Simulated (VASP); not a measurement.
# Sn (P6/mmm) in VASP: notebook

The runs below take Sn through single point, with PBE.

All numbers are computed with VASP 6.6.1; they aren't measurements. Logs are shortened: lines on timing, memory, paths and dates and some standing lists are left out, and cuts for length are marked.

## (1) The cell of the first run

The structure is hexagonal, space group P6/mmm (No. 191). The conventional cell has a = 6.248 Å, b = 6.248 Å, c = 4.946 Å, α = 90.00°, β = 90.00°, γ = 120.00°. Sn (site symmetry 6/mmm) has 18 Sn at 3.61 to 3.98 Å within 4.7 Å. Within 4.0 Å of Sn (site symmetry mmm) lie 12 Sn at 3.06 to 3.98 Å. Within 4.0 Å of Sn (site symmetry -6m2) lie 12 Sn at 3.06 to 3.61 Å.

This isn't the form of Sn at room conditions, which is tetragonal (white tin).

## (2) Single point, PBE

The input, INCAR:

```
PREC = Accurate
ENCUT = 520
EDIFF = 1E-6
ISMEAR = 0
SIGMA = 0.1
LREAL = F
LASPH = T
NELM = 60
ALGO = Normal
ISIF = 2
LWAVE = F
LCHARG = F
GGA = PE
NBANDS = 51
```

The input, KPOINTS:

```
Automatic mesh
0
Gamma
  3 3 4
```

The input, POSCAR:

```
Sn
1.0
    6.2482436500      0.0000000000      0.0000000000
   -3.1241218200      5.4111377300      0.0000000000
    0.0000000000      0.0000000000      4.9462961600
Sn
6
Direct
    0.0000000000      0.0000000000      0.0000000000
    0.5000000000      0.0000000000      0.5000000000
    0.5000000000      0.5000000000      0.5000000000
    0.0000000000      0.5000000000      0.5000000000
    0.3333333300      0.6666666700      0.0000000000
    0.6666666700      0.3333333300      0.0000000000
```

Potentials or basis: VASP PAW PBE potentials, release 64 (Sn_d).

Launch:

```bash
$ cat potpaw_PBE.64/Sn_d/POTCAR > POTCAR
$ mpirun -np 1 vasp_std > vasp.out
```

OUTCAR:

```text
PREC = Accurate
   ENCUT = 520
   EDIFF = 1E-6
   ISMEAR = 0
   LREAL = F
   LASPH = T
   NELM = 60
   ISIF = 2
   GGA = PE

 ion  position               nearest neighbor table
   1  0.000  0.000  0.000-   5 3.61   6 3.61   5 3.61   6 3.61   6 3.61   5 3.61
   2  0.500  0.000  0.500-   5 3.06   6 3.06   5 3.06   6 3.06   3 3.12   3 3.12   4 3.12   4 3.12

   3  0.500  0.500  0.500-   5 3.06   6 3.06   5 3.06   6 3.06   2 3.12   2 3.12   4 3.12   4 3.12

   4  0.000  0.500  0.500-   5 3.06   6 3.06   5 3.06   6 3.06   3 3.12   3 3.12   2 3.12   2 3.12

   5  0.333  0.667  0.000-   2 3.06   2 3.06   4 3.06   4 3.06   3 3.06   3 3.06   1 3.61   6 3.61
                             6 3.61   1 3.61   1 3.61   6 3.61
   6  0.667  0.333  0.000-   2 3.06   2 3.06   4 3.06   4 3.06   3 3.06   3 3.06   1 3.61   5 3.61
                             5 3.61   1 3.61   1 3.61   5 3.61

  LATTYP: Found a hexagonal cell.
 ALAT       =     6.2482436500
 C/A-ratio  =     0.7916298463

  Lattice vectors:

 A1 = (   6.2482436500,   0.0000000000,   0.0000000000)
 A2 = (  -3.1241218200,   5.4111377300,   0.0000000000)
 A3 = (   0.0000000000,   0.0000000000,   4.9462961600)

Analysis of symmetry for initial positions (statically):
=====================================================================
 Subroutine PRICEL returns:
 Original cell was already a primitive cell.

 Routine SETGRP: Setting up the symmetry group for a
 hexagonal supercell.

 Subroutine GETGRP returns: Found 24 space group operations
 (whereof 24 operations were pure point group operations)
 out of a pool of 24 trial point group operations.

The static configuration has the point symmetry D_6h.

Analysis of symmetry for dynamics (positions and initial velocities):
=====================================================================
 Subroutine PRICEL returns:
 Original cell was already a primitive cell.

 Routine SETGRP: Setting up the symmetry group for a
 hexagonal supercell.

 Subroutine GETGRP returns: Found 24 space group operations
 (whereof 24 operations were pure point group operations)
 out of a pool of 24 trial point group operations.

The dynamic configuration has the point symmetry D_6h.

 Subroutine INISYM returns: Found 24 space group operations
 (whereof 24 operations are pure point group operations),
 and found     1 'primitive' translations

----------------------------------------------------------------------------------------

                                     Primitive cell

  volume of cell :     167.2348

  direct lattice vectors                    reciprocal lattice vectors
     6.248243650  0.000000000  0.000000000     0.160044975  0.092402009  0.000000000
    -3.124121820  5.411137730  0.000000000     0.000000000  0.184804019  0.000000000
     0.000000000  0.000000000  4.946296160     0.000000000  0.000000000  0.202171477

  length of vectors
     6.248243650  6.248243648  4.946296160     0.184804019  0.184804019  0.202171477

  position of ions in fractional coordinates (direct lattice)
     0.000000000  0.000000000  0.000000000
     0.500000000  0.000000000  0.500000000
     0.500000000  0.500000000  0.500000000
     0.000000000  0.500000000  0.500000000
     0.333333330  0.666666670  0.000000000
     0.666666670  0.333333330  0.000000000

  ion indices of the primitive-cell ions
   primitive index   ion index
                 1           1
                 2           2
                 3           3
                 4           4
                 5           5
                 6           6

----------------------------------------------------------------------------------------

 KPOINTS: Automatic mesh

Automatic generation of k-mesh.
 Grid dimensions read from file:
 generate k-points for:    3    3    4

 Generating k-lattice:

  Cartesian coordinates                     Fractional coordinates (reciprocal lattice)
     0.053348325  0.030800670  0.000000000     0.333333333  0.000000000  0.000000000
     0.000000000  0.061601340  0.000000000     0.000000000  0.333333333  0.000000000
     0.000000000  0.000000000  0.050542869     0.000000000  0.000000000  0.250000000

  Length of vectors
     0.061601340  0.061601340  0.050542869

  Shift w.r.t. Gamma in fractional coordinates (k-lattice)
     0.000000000  0.000000000  0.000000000

 Subroutine IBZKPT returns following result:
 ===========================================

 Found      9 irreducible k-points:

 Following reciprocal coordinates:
            Coordinates               Weight
  0.000000  0.000000  0.000000      1.000000
  0.333333 -0.000000  0.000000      6.000000
  0.333333  0.333333  0.000000      2.000000
  0.000000  0.000000  0.250000      2.000000
  0.333333 -0.000000  0.250000     12.000000
  0.333333  0.333333  0.250000      4.000000
  0.000000  0.000000  0.500000      1.000000
  0.333333 -0.000000  0.500000      6.000000
  0.333333  0.333333  0.500000      2.000000
   k-points           NKPTS =      9   k-points in BZ     NKDIM =      9   number of bands    NBANDS=     51
   number of dos      NEDOS =    301   number of ions     NIONS =      6
   total plane-waves  NPLWV =  92160
   dimension x,y,z NGX =    48 NGY =   48 NGZ =   40
   dimension x,y,z NGXF=    96 NGYF=   96 NGZF=   80
   ions per type =               6
   NGX,Y,Z   is equivalent  to a cutoff of  12.77, 12.77, 13.44 a.u.
   NGXF,Y,Z  is equivalent  to a cutoff of  25.54, 25.54, 26.89 a.u.
 SYSTEM =  unknown system
   PREC   = accura    normal or accurate (medium, high low for compatibility)
   ISTART =      0    job   : 0-new  1-cont  2-samecut
   ICHARG =      2    charge: 1-file 2-atom 10-const
   ISPIN  =      1    spin polarized calculation?
   LNONCOLLINEAR =      F non collinear calculations
   LSORBIT =      F    spin-orbit coupling
   LASPH  =      T    aspherical Exc in radial PAW
   ENCUT  =  520.0 eV  38.22 Ry    6.18 a.u.  11.62 11.62  9.20*2*pi/ulx,y,z
   NELM   =     60;   NELMIN=  2; NELMDL= -5     # of ELM steps
   EDIFF  = 0.1E-05   stopping-criterion for ELM
   LREAL  =      F    real-space projection
   EDIFFG = 0.1E-04   stopping-criterion for IOM
   NSW    =      0    number of steps for IOM
   IBRION =     -1    ionic relax: 0-MD 1-quasi-New 2-CG
   NFREE  =      0    steps in history (QN), initial steepest desc. (CG)
   ISIF   =      2    stress and relaxation
   ISYM   =      2    0-nonsym 1-usesym 2-fastsym
   POTIM  = 0.5000    time-step for ionic-motion
   TEBEG  =    0.0;   TEEND  =   0.0 temperature during run
   PSTRESS=    0.0 pullay stress
   NELECT =      84.0000    total number of electrons
   NUPDOWN=      -1.0000    fix difference up-down
   EMIN   =  10.00;   EMAX   =-10.00  energy-range for DOS
   EFERMI =   0.00;   METHOD = LEGACY
   ISMEAR =     0;   SIGMA  =   0.10  broadening in eV -4-tet -1-fermi 0-gaus
   EFERMI_NEDOS =   21; number of points for ismear=-14 and -15
   IALGO  =     38    algorithm
   IMIX   =      4    mixing-type and parameters
     AMIX     =   0.40;   BMIX     =  1.00
     AMIX_MAG =   1.60;   BMIX_MAG =  1.00
  volume/ion in A,a.u.               =      27.87       188.09
  Fermi-wavevector in a.u.,A,eV,Ry     =   1.301345  2.459185 23.041442  1.693498
  Thomas-Fermi vector in A             =   2.432484
   LORBIT       =      0    0 simple, 1 ext, 2 COOP (PROOUT), +10 PAW based schemes
   GGA     = PE    functional components
   LHFCALC =     F    Hartree Fock is set to
   AEXX    =    0.0000 exact exchange contribution
   IVDW    =     0    specifies the selected vdW correction
   LEPSILON=     F    determine dielectric tensor
   LRPA    =     F    only Hartree local field effects (RPA)
 non-spin polarized calculation
 Gauss-broadening in eV      SIGMA  =   0.10
  energy-cutoff  :      520.00
  volume of cell :      167.23
 maximum number of plane-waves:      4554
 NGX is ok and might be reduce to    48
   NGX = 23   NGY = 23   NGZ = 19

 number of electron      84.0000038 magnetization

 Free energy of the ion-electron system (eV)
  ---------------------------------------------------
  ext. energy  EPLUGINS =         0.00000000
  ---------------------------------------------------
  free energy    TOTEN  =       -21.34719334 eV

  energy without entropy =      -21.33182581  energy(sigma->0) =      -21.33950957

 E-fermi :   7.9115     XC(G=0): -10.1471

 val. band max:        7.8370457939   @ k =   0.0000   0.0000   0.0000
 cond. band min:       7.9334428950   @ k =   0.3333   0.3333   0.2500
 fundamental gap:      0.0963971011
 Fermi energy:         7.9115429404

 k-point     1 :       0.0000    0.0000    0.0000
  band No.  band energies     occupation
      1     -13.9723      2.00000
      2     -13.9444      2.00000
      3     -13.9444      2.00000
      4     -13.9421      2.00000
      5     -13.9110      2.00000
      6     -13.9110      2.00000
[... 43 lines left out ...]
     50      11.6516      0.00000
     51      12.1863      0.00000

 k-point     2 :       0.3333   -0.0000    0.0000
  band No.  band energies     occupation
      1     -13.9467      2.00000
      2     -13.9345      2.00000
      3     -13.9304      2.00000
      4     -13.9214      2.00000
      5     -13.9116      2.00000
      6     -13.9094      2.00000
[... 43 lines left out ...]
     50      11.1179      0.00000
     51      12.4463      0.00000

 k-point     3 :       0.3333    0.3333    0.0000
  band No.  band energies     occupation
      1     -13.9464      2.00000
      2     -13.9298      2.00000
      3     -13.9298      2.00000
      4     -13.9054      2.00000
      5     -13.9025      2.00000
      6     -13.9025      2.00000
[... 43 lines left out ...]
     50      11.5092      0.00000
     51      11.5092      0.00000

 k-point     4 :       0.0000    0.0000    0.2500
  band No.  band energies     occupation
      1     -13.9503      2.00000
      2     -13.9344      2.00000
      3     -13.9318      2.00000
      4     -13.9318      2.00000
      5     -13.9307      2.00000
      6     -13.8915      2.00000
[... 43 lines left out ...]
     50      12.0226      0.00000
     51      13.2938      0.00000

 k-point     5 :       0.3333   -0.0000    0.2500
  band No.  band energies     occupation
      1     -13.9455      2.00000
      2     -13.9326      2.00000
      3     -13.9309      2.00000
      4     -13.9276      2.00000
      5     -13.9110      2.00000
      6     -13.8947      2.00000
[... 43 lines left out ...]
     50      11.6400      0.00000
     51      12.4001      0.00000

 k-point     6 :       0.3333    0.3333    0.2500
  band No.  band energies     occupation
      1     -13.9456      2.00000
      2     -13.9299      2.00000
      3     -13.9299      2.00000
      4     -13.9187      2.00000
      5     -13.9187      2.00000
      6     -13.8960      2.00000
[... 43 lines left out ...]
     50      10.9228      0.00000
     51      11.5604      0.00000

 k-point     7 :       0.0000    0.0000    0.5000
  band No.  band energies     occupation
      1     -13.9937      2.00000
      2     -13.9444      2.00000
      3     -13.9287      2.00000
      4     -13.9287      2.00000
      5     -13.8936      2.00000
      6     -13.8907      2.00000
[... 43 lines left out ...]
     50      13.5742      0.00000
     51      13.9292      0.00000

 k-point     8 :       0.3333   -0.0000    0.5000
  band No.  band energies     occupation
      1     -13.9604      2.00000
      2     -13.9443      2.00000
      3     -13.9301      2.00000
      4     -13.9296      2.00000
      5     -13.8950      2.00000
      6     -13.8934      2.00000
[... 43 lines left out ...]
     50      12.1376      0.00000
     51      13.0721      0.00000

 k-point     9 :       0.3333    0.3333    0.5000
  band No.  band energies     occupation
      1     -13.9446      2.00000
      2     -13.9296      2.00000
      3     -13.9296      2.00000
      4     -13.9156      2.00000
      5     -13.9156      2.00000
      6     -13.8890      2.00000
[... 43 lines left out ...]
     50      12.5964      0.00000
     51      12.5975      0.00000

------------------------ aborting loop because EDIFF is reached ----------------------------------------

  FORCE on cell =-STRESS in cart. coord.  units (eV):
  Direction    XX          YY          ZZ          XY          YZ          ZX
  --------------------------------------------------------------------------------------
  -------------------------------------------------------------------------------------
  Total        2.9384207      2.9384207     12.1153379      0.0000000      0.0000000      0.0000000
  in kB       28.1512636     28.1512636    116.0698580      0.0000000      0.0000000      0.0000000
  external PRESSURE =      57.4574618 kB  Pullay stress =       0.0000000 kB

 VOLUME and BASIS-vectors are now :
 -----------------------------------------------------------------------------
  energy-cutoff  :      520.00
  volume of cell :      167.23
      direct lattice vectors                 reciprocal lattice vectors
     6.248243650  0.000000000  0.000000000     0.160044975  0.092402009  0.000000000
    -3.124121820  5.411137730  0.000000000     0.000000000  0.184804019  0.000000000
     0.000000000  0.000000000  4.946296160     0.000000000  0.000000000  0.202171477

 POSITION                                       TOTAL-FORCE (eV/Angst)
 -----------------------------------------------------------------------------------
      0.00000      0.00000      0.00000        -0.000000      0.000000      0.000000
      3.12412      0.00000      2.47315        -0.000000      0.000000      0.000000
      1.56206      2.70557      2.47315        -0.000000      0.000000      0.000000
     -1.56206      2.70557      2.47315        -0.000000      0.000000      0.000000
     -0.00000      3.60743      0.00000         0.000000      0.000000      0.000000
      3.12412      1.80371      0.00000        -0.000000     -0.000000      0.000000
 -----------------------------------------------------------------------------------
    total drift:                                0.000000      0.000000     -0.000000

  FREE ENERGIE OF THE ION-ELECTRON SYSTEM (eV)
  ---------------------------------------------------
  free  energy   TOTEN  =       -21.3471933361 eV

  energy  without entropy=      -21.3318258072  energy(sigma->0) =      -21.33950957
```

It took 86 s on 1 thread of AMD EPYC 9R14 (Zen 4), shared host; peak memory 0.27 GiB.

Results:

```
Free energy            : -21.3472 eV
Pressure               : 5.7 GPa
Band gap on the k mesh : zero (bands 42 and 43 overlap by 2.45 eV)
```

Levels at points of the mesh, in eV from the Fermi level:
| k point | band 39 | band 40 | band 41 | band 42 | band 43 | band 44 | band 45 | band 46 |
| --- | --- | --- | --- | --- | --- | --- | --- | --- |
| (0.00, 0.00, 0.00) | -3.65 | -1.31 | -0.07 | 0.62 | 0.62 | 0.72 | 0.72 | 1.21 |
| (0.00, 0.00, 0.50) | -3.44 | -2.19 | -2.19 | -1.83 | -1.83 | -0.66 | 3.29 | 3.34 |

Caveat: the k points lie up to 0.39 Å⁻¹ apart, too coarse for converged energies and pressures of a metal; spin-orbit coupling is left out, which moves the levels of the heavy elements.

[end of part 1 of 2]
